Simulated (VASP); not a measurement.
Wanted: the native input for a VASP 6.6.1 run.

| Quantity | Value |
| --- | --- |
| Task | relaxation of the atoms |
| Functional | PBEsol |
| Potentials or basis | VASP PAW PBE potentials, release 64 (H, C) |
| Cutoff | 520 eV |
| k mesh | 2 × 2 × 1 |
| Occupations | fermi-dirac, width 0.05 eV |
| Spin | no spin polarisation |
| Dipole correction | no |
| Atoms held fixed (from 0) | [0, 1, 2, 3, 4, 5, 6, 7, 10, 11, 12, 13, 14, 15, 16, 17] |
| Further INCAR settings | LREAL = Auto; ALGO = Normal; EDIFF = 1e-07; IBRION = 2; EDIFFG = -0.08; NSW = 45 |

The structure of HC2 lies in POSCAR:

```
HC2
1.0
    5.0487420000      0.0000000000      0.0000000000
    0.0000000000      5.0487420000      0.0000000000
    0.0000000000      0.0000000000     15.1647000000
H C
10 20
Selective dynamics
Direct
    0.4277868000      0.0000000000      0.0659426000  F F F
    0.0722132000      0.0000000000      0.0659426000  F F F
    0.9277868000      0.0000000000      0.0659426000  F F F
    0.5722132000      0.0000000000      0.0659426000  F F F
    0.4277868000      0.5000000000      0.0659426000  F F F
    0.0722132000      0.5000000000      0.0659426000  F F F
    0.9277868000      0.5000000000      0.0659426000  F F F
    0.5722132000      0.5000000000      0.0659426000  F F F
    0.3470621000      0.3481901000      0.4111324000  T T T
    0.4308369000      0.2183819000      0.4111324000  T T T
    0.2500000000      0.0000000000      0.1077964000  F F F
    0.7500000000      0.0000000000      0.1077964000  F F F
    0.2500000000      0.5000000000      0.1077964000  F F F
    0.7500000000      0.5000000000      0.1077964000  F F F
    0.2500000000      0.2500000000      0.1666502000  F F F
    0.7500000000      0.2500000000      0.1666502000  F F F
    0.2500000000      0.7500000000      0.1666502000  F F F
    0.7500000000      0.7500000000      0.1666502000  F F F
    0.0000000000      0.2500000000      0.2255040000  T T T
    0.5000000000      0.2500000000      0.2255040000  T T T
    0.0000000000      0.7500000000      0.2255040000  T T T
    0.5000000000      0.7500000000      0.2255040000  T T T
    0.0000000000      0.0000000000      0.2843578000  T T T
    0.5000000000      0.0000000000      0.2843578000  T T T
    0.0000000000      0.5000000000      0.2843578000  T T T
    0.5000000000      0.5000000000      0.2843578000  T T T
    0.2500000000      0.0969069000      0.3405738000  T T T
    0.7500000000      0.0969069000      0.3405738000  T T T
    0.2500000000      0.4030931000      0.3168345000  T T T
    0.7500000000      0.4030931000      0.3168345000  T T T
```

These files were run (other wordings do the same):

INCAR

```
SYSTEM = HC2
PREC     = Accurate       ! precision mode
ENCUT    = 520            ! plane-wave cutoff, eV
EDIFF    = 1E-7           ! SCF threshold, eV
ISMEAR   = -1             ! smearing method
SIGMA    = 0.05           ! smearing width, eV
LREAL    = Auto         
LASPH    = .True.         ! aspherical terms in the spheres
NELM     = 80             ! most SCF steps
ALGO     = Normal         ! electronic algorithm
ISIF     = 2              ! what is computed and relaxed
LWAVE    = .False.        ! write WAVECAR
LCHARG   = .False.        ! write CHGCAR
GGA      = PS             ! functional
IBRION   = 2              ! ionic algorithm
NSW      = 45             ! ionic steps
EDIFFG   = -0.08          ! ionic threshold
```

KPOINTS

```
Automatic mesh
0
Gamma
  2 2 1
  0 0 0
```

Potentials or basis: VASP PAW PBE potentials, release 64 (H, C).

Command:

```console
$ cat potpaw_PBE.64/H/POTCAR potpaw_PBE.64/C/POTCAR > POTCAR
$ mpirun -np 1 vasp_std > vasp.out
```

Results of the run:

* Energy gained by relaxing: 312.0 meV/atom
* Ionic steps: 38
* Band gap on the k mesh: 0.92 eV

Caveat: the k points lie up to 0.62 Å⁻¹ apart; there is no dipole correction, which matters where the two faces differ.

Run time: 70 min on 1 thread of Intel(R) Xeon(R) Platinum 8259CL CPU @ 2.50GHz (Skylake/Cascade Lake) (shared host), peak memory 0.49 GiB.
